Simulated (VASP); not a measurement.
# Au (Im-3m) in VASP: further runs, part 2 of 2

VASP 6.6.1. Earlier steps stand in the parts before.

## (3) Single point, LDA

Contents of INCAR:

```
PREC = Accurate
ENCUT = 520
EDIFF = 1E-6
ISMEAR = -1
SIGMA = 0.05
LREAL = False
LASPH = True
NELM = 60
ALGO = Fast
ISIF = 2
LWAVE = False
LCHARG = False
NBANDS = 12
```

Contents of KPOINTS:

```
Automatic mesh
0
Gamma
  11 11 11
```

Contents of POSCAR:

```
Au
1.0
   -1.6572690000      1.6572690000      1.6572690000
    1.6572690000     -1.6572690000      1.6572690000
    1.6572690000      1.6572690000     -1.6572690000
Au
1
Direct
    0.0000000000      0.0000000000      0.0000000000
```

Potentials or basis: VASP PAW LDA potentials, release 64 (Au).

The run is started by

```
> cat potpaw_LDA.64/Au/POTCAR > POTCAR
> mpirun -np 1 vasp_std > vasp.out
```

Wall time 5.9 s (1 thread of Intel Xeon Platinum 8488C (Sapphire Rapids), shared host); peak memory 0.13 GiB.

It converged, with:

```yaml
Free_energy: -4.3511 eV
Pressure: -12.7 GPa
```

Levels at points of the mesh, in eV from the Fermi level:
| k point | band 3 | band 4 | band 5 | band 6 | band 7 | band 8 |
| --- | --- | --- | --- | --- | --- | --- |
| (0.00, 0.00, 0.00) | -4.39 | -4.39 | -2.62 | -2.62 | 16.59 | 16.59 |

Caveat: spin-orbit coupling is left out, which moves the levels of the heavy elements.

## (4) Single point, LDA

Contents of INCAR:

```
ALGO = Normal ; EDIFF = 1E-6
ENCUT = 520 ; GGA = CA
ISIF = 2 ; ISMEAR = -1
LASPH = T ; LCHARG = F
LREAL = F ; LWAVE = F
NBANDS = 12 ; NELM = 60
PREC = Accurate ; SIGMA = 0.05
```

Contents of KPOINTS:

```
k-points
0
Gamma
  11 11 11
```

POSCAR is that of step 3.

Potentials or basis: VASP PAW LDA potentials, release 64 (Au).

The run is started by

```
> cat potpaw_LDA.64/Au/POTCAR > POTCAR
> mpirun -np 1 vasp_std > vasp.out
```

OUTCAR:

```text
EDIFF = 1E-6
   ENCUT = 520
   GGA = CA
   ISIF = 2
   ISMEAR = -1
   LASPH = T
   LREAL = F
   NELM = 60
   PREC = Accurate

 ion  position               nearest neighbor table
   1  0.000  0.000  0.000-

  LATTYP: Found a body centered cubic cell.
 ALAT       =     3.3145380000

  Lattice vectors:

 A1 = (  -1.6572690000,   1.6572690000,   1.6572690000)
 A2 = (   1.6572690000,  -1.6572690000,   1.6572690000)
 A3 = (   1.6572690000,   1.6572690000,  -1.6572690000)

Analysis of symmetry for initial positions (statically):
=====================================================================
 Subroutine PRICEL returns:
 Original cell was already a primitive cell.

 Routine SETGRP: Setting up the symmetry group for a
 body centered cubic supercell.

 Subroutine GETGRP returns: Found 48 space group operations
 (whereof 48 operations were pure point group operations)
 out of a pool of 48 trial point group operations.

The static configuration has the point symmetry O_h .

Analysis of symmetry for dynamics (positions and initial velocities):
=====================================================================
 Subroutine PRICEL returns:
 Original cell was already a primitive cell.

 Routine SETGRP: Setting up the symmetry group for a
 body centered cubic supercell.

 Subroutine GETGRP returns: Found 48 space group operations
 (whereof 48 operations were pure point group operations)
 out of a pool of 48 trial point group operations.

The dynamic configuration has the point symmetry O_h .

 Subroutine INISYM returns: Found 48 space group operations
 (whereof 48 operations are pure point group operations),
 and found     1 'primitive' translations

----------------------------------------------------------------------------------------

                                     Primitive cell

  volume of cell :      18.2070

[... 106 lines left out ...]
     AMIX_MAG =   1.60;   BMIX_MAG =  1.00
  volume/ion in A,a.u.               =      18.21       122.87
  Fermi-wavevector in a.u.,A,eV,Ry     =   1.383968  2.615320 26.060157  1.915367
  Thomas-Fermi vector in A             =   2.508516
   LORBIT       =      0    0 simple, 1 ext, 2 COOP (PROOUT), +10 PAW based schemes
   GGA     = CA    functional components
   LHFCALC =     F    Hartree Fock is set to
   AEXX    =    0.0000 exact exchange contribution
   IVDW    =     0    specifies the selected vdW correction
   LEPSILON=     F    determine dielectric tensor
   LRPA    =     F    only Hartree local field effects (RPA)
 non-spin polarized calculation
  energy-cutoff  :      520.00
  volume of cell :       18.21
 maximum number of plane-waves:       498
 NGX is ok and might be reduce to    24
   NGX = 11   NGY = 11   NGZ = 11

 number of electron      10.9999998 magnetization

 Free energy of the ion-electron system (eV)
  ---------------------------------------------------
  ext. energy  EPLUGINS =         0.00000000
  ---------------------------------------------------
  free energy    TOTEN  =        -4.35110754 eV

  energy without entropy =       -4.34524861  energy(sigma->0) =       -4.34817808

 E-fermi :   8.0687     XC(G=0): -12.6043

 val. band max:        8.0527689590   @ k =  -0.3636   0.3636   0.2727
 cond. band min:       8.0715619620   @ k =  -0.3636   0.4545   0.0909
 fundamental gap:      0.0187930031
 Fermi energy:         8.0686762437

 k-point     1 :       0.0000    0.0000    0.0000
  band No.  band energies     occupation
      1      -1.0198      2.00000
      2       3.6791      2.00000
      3       3.6791      2.00000
      4       3.6791      2.00000
      5       5.4470      2.00000
      6       5.4470      2.00000
      7      24.6565      0.00000
      8      24.6565      0.00000
      9      24.6565      0.00000
     10      31.2329      0.00000
     11      31.2329      0.00000
     12      31.2329      0.00000
[... 331 lines left out ...]
 k-point    24 :       0.3636    0.1818    0.0909
  band No.  band energies     occupation
      1       2.3628      2.00000
      2       2.8675      2.00000
      3       4.4150      2.00000
      4       5.4921      2.00000
      5       5.6715      2.00000
      6      11.0629      0.00000
      7      11.4125      0.00000
      8      16.8583      0.00000
      9      19.4687      0.00000
     10      29.8792      0.00000
     11      31.4960      0.00000
     12      33.4663      0.00000

 [... further k-points ...]
[... 5 lines left out ...]
  --------------------------------------------------------------------------------------
  -------------------------------------------------------------------------------------
  Total       -1.4387872     -1.4387872     -1.4387872      0.0000000      0.0000000     -0.0000000
  in kB     -126.6100365   -126.6100365   -126.6100365      0.0000000      0.0000000     -0.0000000
  external PRESSURE =    -126.6100365 kB  Pullay stress =       0.0000000 kB

 VOLUME and BASIS-vectors are now :
 -----------------------------------------------------------------------------
  energy-cutoff  :      520.00
  volume of cell :       18.21
      direct lattice vectors                 reciprocal lattice vectors
    -1.657269000  1.657269000  1.657269000     0.000000000  0.301701172  0.301701172
     1.657269000 -1.657269000  1.657269000     0.301701172  0.000000000  0.301701172
     1.657269000  1.657269000 -1.657269000     0.301701172  0.301701172  0.000000000

 POSITION                                       TOTAL-FORCE (eV/Angst)
 -----------------------------------------------------------------------------------
      0.00000      0.00000      0.00000        -0.000000      0.000000     -0.000000
 -----------------------------------------------------------------------------------
    total drift:                                0.000000      0.000000     -0.000000

  FREE ENERGIE OF THE ION-ELECTRON SYSTEM (eV)
  ---------------------------------------------------
  free  energy   TOTEN  =        -4.3511075367 eV

  energy  without entropy=       -4.3452486149  energy(sigma->0) =       -4.34817808
```

stdout:

```text
POSCAR found type information on POSCAR Au
 POSCAR found :  1 types and       1 ions
 scaLAPACK will be used
 LDA part: xc-table for (Slater(with rela. corr.)+CA(PZ))
 , standard interpolation
 POSCAR, INCAR and KPOINTS ok, starting setup
 FFT: planning ... GRIDC
 FFT: planning ... GRID_SOFT
 FFT: planning ... GRID
 WAVECAR not read
 entering main loop
```

It took 5.1 s on 1 thread of Intel Xeon Platinum 8488C (Sapphire Rapids), shared host; peak memory 0.13 GiB.

What came out:

```yaml
Free_energy: -4.3511 eV
Pressure: -12.7 GPa
```

Caveat: spin-orbit coupling is left out, which moves the levels of the heavy elements.

## (5) Single point, PBEsol

Contents of INCAR:

```
SYSTEM = Au
PREC     = Accurate       ! precision mode
ENCUT    = 520            ! plane-wave cutoff, eV
EDIFF    = 1E-6           ! SCF threshold, eV
ISMEAR   = -1             ! smearing method
SIGMA    = 0.05           ! smearing width, eV
LREAL    = .FALSE.        ! projectors in reciprocal space
LASPH    = .TRUE.         ! aspherical terms in the spheres
NELM     = 60             ! most SCF steps
ALGO     = Fast           ! electronic algorithm
ISIF     = 2              ! what is computed and relaxed
LWAVE    = .FALSE.        ! write WAVECAR
LCHARG   = .FALSE.        ! write CHGCAR
GGA      = PS             ! functional
NBANDS   = 12             ! bands
```

Contents of KPOINTS:

```
regular mesh
0
G
  8 8 8
  0 0 0
```

POSCAR is that of step 4.

Potentials or basis: VASP PAW PBE potentials, release 64 (Au).

The run is started by

```
> cat potpaw_PBE.64/Au/POTCAR > POTCAR
> mpirun -np 1 vasp_std > vasp.out
```

Wall time 3.8 s (1 thread of Intel Xeon 6975P-C, shared host); peak memory 0.14 GiB.

The run converged. Its results:

| Quantity | Value |
| --- | --- |
| Free energy | -3.8302 eV |
| Pressure | -9.6 GPa |

Levels at points of the mesh, in eV from the Fermi level:
| k point | band 1 | band 2 | band 3 | band 4 | band 5 | band 6 | band 7 | band 8 | band 9 | band 10 |
| --- | --- | --- | --- | --- | --- | --- | --- | --- | --- | --- |
| (0.00, 0.00, 0.00) | -9.40 | -4.70 | -4.70 | -4.70 | -2.94 | -2.94 | 16.30 | 16.30 | 16.30 | 22.95 |
| (0.50, 0.00, 0.00) | -6.86 | -5.68 | -3.08 | -2.77 | -1.57 | -0.58 | 3.00 | 12.13 | 13.24 | 20.68 |
| (0.50, 0.50, 0.50) | -6.43 | -6.43 | -1.92 | -1.92 | -1.92 | 6.01 | 6.01 | 6.01 | 8.74 | 15.11 |

Caveat: the PAW data sets were made with another functional, which shifts forces and pressure a little; spin-orbit coupling is left out, which moves the levels of the heavy elements.

## (6) Single point, PBEsol

This run uses another cell than the first one, of 15.61 Å³/atom, 0.857 times its volume.

Contents of INCAR:

```
PREC = Accurate
ENCUT = 520
EDIFF = 1E-6
ISMEAR = -1
SIGMA = 0.05
LREAL = F
LASPH = T
NELM = 80
ALGO = Normal
ISIF = 2
LWAVE = F
LCHARG = F
GGA = PS
NBANDS = 12
```

Contents of KPOINTS:

```
Automatic mesh
0
Gamma
  11 11 11
```

Contents of POSCAR:

```
Au
1.0
   -1.5743810016      1.5743810016      1.5743810016
    1.5743810016     -1.5743810016      1.5743810016
    1.5743810016      1.5743810016     -1.5743810016
Au
1
Direct
    0.0000000000      0.0000000000      0.0000000000
```

Potentials or basis: VASP PAW PBE potentials, release 64 (Au).

The run is started by

```
> cat potpaw_PBE.64/Au/POTCAR > POTCAR
> mpirun -np 1 vasp_std > vasp.out
```

Wall time 4.5 s (1 thread of Intel Xeon 6975P-C, shared host); peak memory 0.13 GiB.

The run converged. Its results:

- Free energy: -3.8144 eV
- Pressure: 19.6 GPa

Levels at points of the mesh, in eV from the Fermi level:
```tsv
k point	band 4	band 5	band 6	band 7	band 8	band 9
(0.00, 0.00, 0.00)	-5.21	-2.97	-2.97	16.63	16.63	16.63
```

Caveat: the PAW data sets were made with another functional, which shifts forces and pressure a little; spin-orbit coupling is left out, which moves the levels of the heavy elements.

## (7) The runs side by side

```tsv
level	potentials or basis	cell	k mesh	gap on the mesh (eV)	pressure (GPa)
LDA	VASP PAW LDA potentials, release 64 (Au)	a = 2.870 Å, angles 109.5°, 1 atom	16 × 16 × 16	none	-13.4
LDA	VASP PAW LDA potentials, release 64 (Au)	a = 2.870 Å, angles 109.5°, 1 atom	11 × 11 × 11	none	-12.7
PBEsol	VASP PAW PBE potentials, release 64 (Au)	a = 2.870 Å, angles 109.5°, 1 atom	8 × 8 × 8	none	-9.6
PBEsol	VASP PAW PBE potentials, release 64 (Au)	a = 2.727 Å, angles 109.5°, 1 atom	11 × 11 × 11	none	19.6
```

Alike in all rows: task single point; no spin polarisation; cutoff (eV) 520; smearing fermi-dirac 0.05 eV.

Caveats: spin-orbit coupling is left out, which moves the levels of the heavy elements; the PAW data sets were made with another functional, which shifts forces and pressure a little (some runs).

Total energies depend on the potentials used, so only differences within one code and one set of settings carry meaning.
